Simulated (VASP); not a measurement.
# MgS in VASP: a series of runs, part 2 of 2

VASP 6.6.1. The steps go on from the part before.

## (3) Electric field gradients, LDA (volume scaled by 1.06)

Contents of INCAR:

```
PREC = Accurate
ENCUT = 520
EDIFF = 1E-8
ISMEAR = -1
SIGMA = 0.01
LREAL = False
LASPH = True
NELM = 60
ALGO = Normal
ISIF = 2
LWAVE = False
LCHARG = False
GGA = CA
LEFG = True
NBANDS = 11
```

Contents of KPOINTS:

```
Automatic mesh
0
Gamma
  8 8 8
```

Contents of POSCAR:

```
MgS
1.0
    0.0000000000      2.6526756994      2.6526756994
    2.6526756994      0.0000000000      2.6526756994
    2.6526756994      2.6526756994      0.0000000000
Mg S
1 1
Direct
    0.0000000000      0.0000000000      0.0000000000
    0.5000000000      0.5000000000      0.5000000000
```

Potentials or basis: VASP PAW LDA potentials, release 64 (Mg, S).

Started as:

```sh
cat potpaw_LDA.64/Mg/POTCAR potpaw_LDA.64/S/POTCAR > POTCAR
mpirun -np 1 vasp_std > vasp.out
```

OUTCAR:

```text
PREC = Accurate
   ENCUT = 520
   EDIFF = 1E-8
   ISMEAR = -1
   LREAL = False
   LASPH = True
   NELM = 60
   ISIF = 2
   GGA = CA

 ion  position               nearest neighbor table
   1  0.000  0.000  0.000-   2 2.65   2 2.65   2 2.65   2 2.65   2 2.65   2 2.65
   2  0.500  0.500  0.500-   1 2.65   1 2.65   1 2.65   1 2.65   1 2.65   1 2.65

  LATTYP: Found a face centered cubic cell.
 ALAT       =     5.3053513988

  Lattice vectors:

 A1 = (   0.0000000000,   2.6526756994,   2.6526756994)
 A2 = (   2.6526756994,   0.0000000000,   2.6526756994)
 A3 = (   2.6526756994,   2.6526756994,   0.0000000000)

Analysis of symmetry for initial positions (statically):
=====================================================================
 Subroutine PRICEL returns:
 Original cell was already a primitive cell.

 Routine SETGRP: Setting up the symmetry group for a
 face centered cubic supercell.

 Subroutine GETGRP returns: Found 48 space group operations
 (whereof 48 operations were pure point group operations)
 out of a pool of 48 trial point group operations.

The static configuration has the point symmetry O_h .

Analysis of symmetry for dynamics (positions and initial velocities):
=====================================================================
 Subroutine PRICEL returns:
 Original cell was already a primitive cell.

 Routine SETGRP: Setting up the symmetry group for a
 face centered cubic supercell.

 Subroutine GETGRP returns: Found 48 space group operations
 (whereof 48 operations were pure point group operations)
 out of a pool of 48 trial point group operations.

[... 478 lines left out ...]
      1      -7.8821      2.00000
      2      -1.0259      2.00000
      3       1.0695      2.00000
      4       2.0046      2.00000
      5       8.3098      0.00000
      6       8.8946      0.00000
      7      11.1436      0.00000
      8      12.0618      0.00000
      9      14.9162      0.00000
     10      15.6437      0.00000
     11      18.0763      0.00000

 [... further k-points ...]

------------------------ aborting loop because EDIFF is reached ----------------------------------------

  FORCE on cell =-STRESS in cart. coord.  units (eV):
  Direction    XX          YY          ZZ          XY          YZ          ZX
  --------------------------------------------------------------------------------------
  -------------------------------------------------------------------------------------
  Total       -1.7172117     -1.7172117     -1.7172117      0.0000000      0.0000000     -0.0000000
  in kB      -73.6973630    -73.6973630    -73.6973630      0.0000000      0.0000000     -0.0000000
  external PRESSURE =     -73.6973630 kB  Pullay stress =       0.0000000 kB

 VOLUME and BASIS-vectors are now :
 -----------------------------------------------------------------------------
  energy-cutoff  :      520.00
  volume of cell :       37.33
      direct lattice vectors                 reciprocal lattice vectors
     0.000000000  2.652675699  2.652675699    -0.188488928  0.188488928  0.188488928
     2.652675699  0.000000000  2.652675699     0.188488928 -0.188488928  0.188488928
     2.652675699  2.652675699  0.000000000     0.188488928  0.188488928 -0.188488928

 POSITION                                       TOTAL-FORCE (eV/Angst)
 -----------------------------------------------------------------------------------
      0.00000      0.00000      0.00000         0.000000      0.000000      0.000000
      2.65268      2.65268      2.65268        -0.000000     -0.000000     -0.000000
 -----------------------------------------------------------------------------------
    total drift:                                0.000000      0.000000      0.000000

  FREE ENERGIE OF THE ION-ELECTRON SYSTEM (eV)
  ---------------------------------------------------
  free  energy   TOTEN  =        -9.4966242040 eV

  energy  without entropy=       -9.4966242040  energy(sigma->0) =       -9.49662420

 Electric field gradients (V/A^2)
---------------------------------------------------------------------
 ion       V_xx      V_yy      V_zz      V_xy      V_xz      V_yz
---------------------------------------------------------------------
   1      -0.000    -0.000    -0.000    -0.000    -0.000    -0.000
   2       0.000     0.000     0.000    -0.000    -0.000    -0.000
---------------------------------------------------------------------

 Electric field gradients after diagonalization (V/A^2)
 (convention: |V_zz| > |V_xx| > |V_yy|)
----------------------------------------------------------------------
 ion       V_xx      V_yy      V_zz     asymmetry (V_yy - V_xx)/ V_zz
----------------------------------------------------------------------
   1       0.000     0.000    -0.000       0.000
   2       0.000     0.000    -0.001       0.000
----------------------------------------------------------------------

           NMR quadrupolar parameters

 Cq : quadrupolar parameter    Cq=e*Q*V_zz/h
 eta: asymmetry parameters     (V_yy - V_xx)/ V_zz
 Q  : nuclear electric quadrupole moment in mb (millibarn)
----------------------------------------------------------------------
 ion       Cq(MHz)       eta       Q (mb)
----------------------------------------------------------------------
   1      -0.000       0.000       1.000
   2      -0.000       0.000       1.000
----------------------------------------------------------------------
```

OSZICAR:

```text
N       E                     dE             d eps       ncg     rms          rms(c)
DAV:   1     0.194652408434E+02    0.19465E+02   -0.36205E+03   662   0.589E+02
DAV:   2    -0.859444100911E+01   -0.28060E+02   -0.26335E+02   847   0.961E+01
DAV:   3    -0.994926293739E+01   -0.13548E+01   -0.13526E+01   801   0.224E+01
DAV:   4    -0.995700673263E+01   -0.77438E-02   -0.77433E-02   763   0.205E+00
DAV:   5    -0.995707239378E+01   -0.65661E-04   -0.65661E-04   813   0.184E-01    0.417E+00
DAV:   6    -0.955242408423E+01    0.40465E+00   -0.93831E-01   725   0.360E+00    0.316E+00
DAV:   7    -0.950317174123E+01    0.49252E-01   -0.19177E-01   768   0.176E+00    0.202E+00
DAV:   8    -0.949710243906E+01    0.60693E-02   -0.14526E-02   701   0.659E-01    0.832E-01
DAV:   9    -0.949666647909E+01    0.43596E-03   -0.85758E-04   737   0.146E-01    0.374E-01
DAV:  10    -0.949663503586E+01    0.31443E-04   -0.68287E-05   746   0.395E-02    0.160E-01
DAV:  11    -0.949662416647E+01    0.10869E-04   -0.52805E-05   731   0.300E-02    0.195E-02
DAV:  12    -0.949662423877E+01   -0.72302E-07   -0.61614E-07   734   0.529E-03    0.152E-02
DAV:  13    -0.949662420632E+01    0.32449E-07   -0.88437E-08   746   0.149E-03    0.868E-04
DAV:  14    -0.949662420396E+01    0.23647E-08   -0.10773E-08   418   0.435E-04
   1 F= -.94966242E+01 E0= -.94966242E+01  d E =-.218808E-12
```

Wall time 25 s (1 thread of Intel Xeon 8259CL, shared host); peak memory 0.14 GiB.

Results:

| Item | Value |
| --- | --- |
| Free energy | -9.4966 eV |
| Pressure | -7.4 GPa |
| Band gap on the k mesh | 2.43 eV, indirect (least direct gap 3.05 eV) |

Levels at points of the mesh, in eV from the valence-band top:
```
           k point  band 1  band 2  band 3  band 4  band 5  band 6  band 7  band 8  band 9
(0.00, 0.00, 0.00)  -12.32    0.00    0.00    0.00    3.05    7.87    7.87    7.87   10.20
(0.50, 0.00, 0.00)  -11.13   -4.61   -0.53   -0.53    4.29    6.67    6.67    9.22   11.63
(0.50, 0.50, 0.00)  -10.80   -3.96   -1.58   -1.58    2.43    4.42   11.23   12.51   12.51
```

Caveat: without QUAD_EFG the Cq values of the log hold for a quadrupole moment of 1 mb, not for the nuclei. A k mesh can miss the band edges.

## (4) Electric field gradients, LDA (equal xx and yy strain of -3 %)

Contents of INCAR:

```
SYSTEM = MgS
PREC = Accurate
ENCUT = 520
EDIFF = 1E-8
ISMEAR = -1
SIGMA = 0.01
LREAL = .False.
LASPH = .True.
NELM = 80
ALGO = Normal
ISIF = 2
LWAVE = .False.
LCHARG = .False.
LEFG = .True.
NBANDS = 11
```

Contents of KPOINTS:

```
regular mesh
0
Gamma
  8 8 8
  0 0 0
```

Contents of POSCAR:

```
MgS
1.0
    0.0000000000      2.5236005000      2.6016500000
    2.5236005000      0.0000000000      2.6016500000
    2.5236005000      2.5236005000      0.0000000000
Mg S
1 1
Direct
    0.0000000000      0.0000000000      0.0000000000
    0.5000000000      0.5000000000      0.5000000000
```

Potentials or basis: VASP PAW LDA potentials, release 64 (Mg, S).

Started as:

```sh
cat potpaw_LDA.64/Mg/POTCAR potpaw_LDA.64/S/POTCAR > POTCAR
mpirun -np 1 vasp_std > vasp.out
```

OUTCAR:

```text
SYSTEM = MgS
   PREC = Accurate
   ENCUT = 520
   EDIFF = 1E-8
   ISMEAR = -1
   LREAL = .False.
   LASPH = .True.
   NELM = 80
   ISIF = 2

 ion  position               nearest neighbor table
   1  0.000  0.000  0.000-   2 2.52   2 2.52   2 2.52   2 2.52   2 2.60   2 2.60
   2  0.500  0.500  0.500-   1 2.52   1 2.52   1 2.52   1 2.52   1 2.60   1 2.60

  LATTYP: Found a body centered tetragonal cell.
 ALAT       =     3.5689100531
 C/A-ratio  =     1.4579521262

  Lattice vectors:

 A1 = (  -2.5236005000,   0.0000000000,   2.6016500000)
 A2 = (   2.5236005000,   0.0000000000,   2.6016500000)
 A3 = (   0.0000000000,   2.5236005000,  -2.6016500000)

Analysis of symmetry for initial positions (statically):
=====================================================================
 Subroutine PRICEL returns:
 Original cell was already a primitive cell.

 Routine SETGRP: Setting up the symmetry group for a
 body centered tetragonal supercell.

 Subroutine GETGRP returns: Found 16 space group operations
 (whereof 16 operations were pure point group operations)
 out of a pool of 16 trial point group operations.

The static configuration has the point symmetry D_4h.

Analysis of symmetry for dynamics (positions and initial velocities):
=====================================================================
 Subroutine PRICEL returns:
 Original cell was already a primitive cell.

 Routine SETGRP: Setting up the symmetry group for a
 body centered tetragonal supercell.

 Subroutine GETGRP returns: Found 16 space group operations
 (whereof 16 operations were pure point group operations)
 out of a pool of 16 trial point group operations.
[... 163 lines left out ...]
      7      12.0532      0.00000
      8      12.0532      0.00000
      9      14.2487      0.00000
     10      14.6922      0.00000
     11      16.6492      0.00000
[... 309 lines left out ...]
 k-point    24 :       0.3750    0.0000    0.1250
  band No.  band energies     occupation
      1      -7.7169      2.00000
      2       0.0730      2.00000
      3       3.1442      2.00000
      4       3.2381      2.00000
      5       9.3506      0.00000
      6      10.8272      0.00000
      7      12.0845      0.00000
      8      12.5194      0.00000
      9      15.7602      0.00000
     10      17.1263      0.00000
     11      17.2822      0.00000

 [... further k-points ...]
[... 5 lines left out ...]
  --------------------------------------------------------------------------------------
  -------------------------------------------------------------------------------------
  Total        0.4998462      0.4998462     -0.3060897      0.0000000      0.0000000      0.0000000
  in kB       24.1672339     24.1672339    -14.7992340      0.0000000      0.0000000      0.0000000
  external PRESSURE =      11.1784112 kB  Pullay stress =       0.0000000 kB

 VOLUME and BASIS-vectors are now :
 -----------------------------------------------------------------------------
  energy-cutoff  :      520.00
  volume of cell :       33.14
      direct lattice vectors                 reciprocal lattice vectors
     0.000000000  2.523600500  2.601650000    -0.198129617  0.198129617  0.192185728
     2.523600500  0.000000000  2.601650000     0.198129617 -0.198129617  0.192185728
     2.523600500  2.523600500  0.000000000     0.198129617  0.198129617 -0.192185728

 POSITION                                       TOTAL-FORCE (eV/Angst)
 -----------------------------------------------------------------------------------
      0.00000      0.00000      0.00000         0.000000      0.000000     -0.000000
      2.52360      2.52360      2.60165        -0.000000     -0.000000      0.000000
 -----------------------------------------------------------------------------------
    total drift:                                0.000000      0.000000      0.000000

  FREE ENERGIE OF THE ION-ELECTRON SYSTEM (eV)
  ---------------------------------------------------
  free  energy   TOTEN  =        -9.5829805539 eV

  energy  without entropy=       -9.5829805539  energy(sigma->0) =       -9.58298055

 Electric field gradients (V/A^2)
---------------------------------------------------------------------
 ion       V_xx      V_yy      V_zz      V_xy      V_xz      V_yz
---------------------------------------------------------------------
   1      -2.756    -2.756     5.513     0.000     0.000     0.000
   2      -1.822    -1.822     3.644    -0.000    -0.000    -0.000
---------------------------------------------------------------------

 Electric field gradients after diagonalization (V/A^2)
 (convention: |V_zz| > |V_xx| > |V_yy|)
----------------------------------------------------------------------
 ion       V_xx      V_yy      V_zz     asymmetry (V_yy - V_xx)/ V_zz
----------------------------------------------------------------------
   1      -2.756    -2.756     5.513       0.000
   2      -1.822    -1.822     3.644       0.000
----------------------------------------------------------------------

           NMR quadrupolar parameters

 Cq : quadrupolar parameter    Cq=e*Q*V_zz/h
 eta: asymmetry parameters     (V_yy - V_xx)/ V_zz
 Q  : nuclear electric quadrupole moment in mb (millibarn)
----------------------------------------------------------------------
 ion       Cq(MHz)       eta       Q (mb)
----------------------------------------------------------------------
   1       0.013       0.000       1.000
   2       0.009       0.000       1.000
----------------------------------------------------------------------
```

stdout:

```text
POSCAR found type information on POSCAR MgS
 POSCAR found :  2 types and       2 ions
 scaLAPACK will be used
 LDA part: xc-table for (Slater(with rela. corr.)+CA(PZ))
 , standard interpolation
 POSCAR, INCAR and KPOINTS ok, starting setup
 FFT: planning ... GRIDC
 FFT: planning ... GRID_SOFT
 FFT: planning ... GRID
 WAVECAR not read
 entering main loop
ion   1

ion   2
```

Wall time 31 s (1 thread of Intel Xeon 8259CL, shared host); peak memory 0.15 GiB.

Results:

- Free energy: -9.5830 eV
- Pressure: 1.1 GPa
- Band gap on the k mesh: 2.55 eV, indirect (least direct gap 3.90 eV)

Electric field gradients, principal values (V/Å²):
```
atom   least  middle  greatest (by size)
1 Mg  -2.756  -2.756               5.513
 2 S  -1.822  -1.822               3.644
```

Caveat: the cell differs from its parent crystal (equal xx and yy strain of -3 %); without QUAD_EFG the Cq values of the log hold for a quadrupole moment of 1 mb, not for the nuclei.

## (5) Electric field gradients, LDA (zz strain of -3 %)

Contents of INCAR:

```
SYSTEM = MgS
PREC = Accurate
ENCUT = 520
EDIFF = 1E-8
ISMEAR = -1
SIGMA = 0.01
LREAL = .FALSE.
LASPH = .TRUE.
NELM = 100
ALGO = Normal
ISIF = 2
LWAVE = .FALSE.
LCHARG = .FALSE.
GGA = CA
LEFG = .TRUE.
NBANDS = 11
```

Contents of KPOINTS:

```
Automatic mesh
0
G
  8 8 8
  0 0 0
```

Contents of POSCAR:

```
MgS
1.0
    0.0000000000      2.6016500000      2.5236005000
    2.6016500000      0.0000000000      2.5236005000
    2.6016500000      2.6016500000      0.0000000000
Mg S
1 1
Direct
    0.0000000000      0.0000000000      0.0000000000
    0.5000000000      0.5000000000      0.5000000000
```

Potentials or basis: VASP PAW LDA potentials, release 64 (Mg, S).

Started as:

```sh
cat potpaw_LDA.64/Mg/POTCAR potpaw_LDA.64/S/POTCAR > POTCAR
mpirun -np 1 vasp_std > vasp.out
```

OUTCAR:

```text
SYSTEM = MgS
   PREC = Accurate
   ENCUT = 520
   EDIFF = 1E-8
   ISMEAR = -1
   LREAL = .FALSE.
   LASPH = .TRUE.
   NELM = 100
   ISIF = 2
   GGA = CA

 ion  position               nearest neighbor table
   1  0.000  0.000  0.000-   2 2.52   2 2.52   2 2.60   2 2.60   2 2.60   2 2.60
   2  0.500  0.500  0.500-   1 2.52   1 2.52   1 2.60   1 2.60   1 2.60   1 2.60

  LATTYP: Found a body centered tetragonal cell.
 ALAT       =     3.6792887145
 C/A-ratio  =     1.3717871555

  Lattice vectors:

[... 549 lines left out ...]
  ---------------------------------------------------
  free  energy   TOTEN  =        -9.5815245589 eV

  energy  without entropy=       -9.5815245589  energy(sigma->0) =       -9.58152456

 Electric field gradients (V/A^2)
---------------------------------------------------------------------
 ion       V_xx      V_yy      V_zz      V_xy      V_xz      V_yz
---------------------------------------------------------------------
   1       2.773     2.773    -5.545    -0.000     0.000     0.000
   2       1.512     1.512    -3.023    -0.000    -0.000    -0.000
---------------------------------------------------------------------

 Electric field gradients after diagonalization (V/A^2)
 (convention: |V_zz| > |V_xx| > |V_yy|)
----------------------------------------------------------------------
 ion       V_xx      V_yy      V_zz     asymmetry (V_yy - V_xx)/ V_zz
----------------------------------------------------------------------
   1       2.773     2.773    -5.545       0.000
   2       1.512     1.511    -3.023       0.000
----------------------------------------------------------------------

           NMR quadrupolar parameters

 Cq : quadrupolar parameter    Cq=e*Q*V_zz/h
 eta: asymmetry parameters     (V_yy - V_xx)/ V_zz
 Q  : nuclear electric quadrupole moment in mb (millibarn)
----------------------------------------------------------------------
 ion       Cq(MHz)       eta       Q (mb)
----------------------------------------------------------------------
   1      -0.013       0.000       1.000
   2      -0.007       0.000       1.000
----------------------------------------------------------------------
```

OSZICAR:

```text
N       E                     dE             d eps       ncg     rms          rms(c)
DAV:   1     0.209748921684E+02    0.20975E+02   -0.36814E+03  1338   0.598E+02
DAV:   2    -0.863705003953E+01   -0.29612E+02   -0.27799E+02  1633   0.999E+01
DAV:   3    -0.100029656384E+02   -0.13659E+01   -0.13637E+01  1610   0.232E+01
DAV:   4    -0.100107378791E+02   -0.77722E-02   -0.77715E-02  1585   0.206E+00
DAV:   5    -0.100107986722E+02   -0.60793E-04   -0.60793E-04  1614   0.177E-01    0.455E+00
DAV:   6    -0.963540355461E+01    0.37540E+00   -0.81070E-01  1490   0.349E+00    0.351E+00
DAV:   7    -0.958674885735E+01    0.48655E-01   -0.19388E-01  1543   0.182E+00    0.217E+00
DAV:   8    -0.958190915731E+01    0.48397E-02   -0.11873E-02  1442   0.598E-01    0.855E-01
DAV:   9    -0.958155470009E+01    0.35446E-03   -0.67390E-04  1523   0.133E-01    0.366E-01
DAV:  10    -0.958153136991E+01    0.23330E-04   -0.57733E-05  1575   0.370E-02    0.150E-01
DAV:  11    -0.958152452248E+01    0.68474E-05   -0.32897E-05  1529   0.244E-02    0.149E-02
DAV:  12    -0.958152457989E+01   -0.57405E-07   -0.43608E-07  1508   0.452E-03    0.126E-02
DAV:  13    -0.958152456126E+01    0.18629E-07   -0.44002E-08  1541   0.111E-03    0.174E-03
DAV:  14    -0.958152455889E+01    0.23720E-08   -0.92873E-09   898   0.424E-04
   1 F= -.95815246E+01 E0= -.95815246E+01  d E =-.356655E-13
```

stdout:

```text
POSCAR found type information on POSCAR MgS
 POSCAR found :  2 types and       2 ions
 scaLAPACK will be used
 LDA part: xc-table for (Slater(with rela. corr.)+CA(PZ))
 , standard interpolation
 POSCAR, INCAR and KPOINTS ok, starting setup
 FFT: planning ... GRIDC
 FFT: planning ... GRID_SOFT
 FFT: planning ... GRID
 WAVECAR not read
 entering main loop
ion   1

ion   2
```

It took 34 s on 1 thread of Intel Xeon 8259CL, shared host; peak memory 0.15 GiB.

Results:

* Free energy: -9.5815 eV
* Pressure: -1.4 GPa
* Band gap on the k mesh: 2.48 eV, indirect (least direct gap 3.69 eV)

Electric field gradients, principal values (V/Å²):
```
atom  least  middle  greatest (by size)
1 Mg  2.773   2.773              -5.545
 2 S  1.511   1.512              -3.023
```

Caveat: the cell differs from its parent crystal (zz strain of -3 %); without QUAD_EFG the Cq values of the log hold for a quadrupole moment of 1 mb, not for the nuclei. A k mesh can miss the band edges.

## (6) Summary

```tsv
cell	gap on the mesh (eV)	pressure (GPa)
a = 3.751 Å, angles 60.0°, 2 atoms	2.43	-7.4
a = 3.625, b = 3.625, c = 3.569 Å, angles 60.5, 60.5, 59.0°, 2 atoms	2.55	1.1
a = 3.625, b = 3.625, c = 3.679 Å, angles 59.5, 59.5, 61.0°, 2 atoms	2.48	-1.4
```

Alike in all rows: task electric field gradients; level LDA; potentials or basis VASP PAW LDA potentials, release 64 (Mg, S); no spin polarisation; k mesh 8 × 8 × 8; cutoff (eV) 520; smearing fermi-dirac 0.01 eV.

Absolute energies hang on the potentials; compare differences alone.
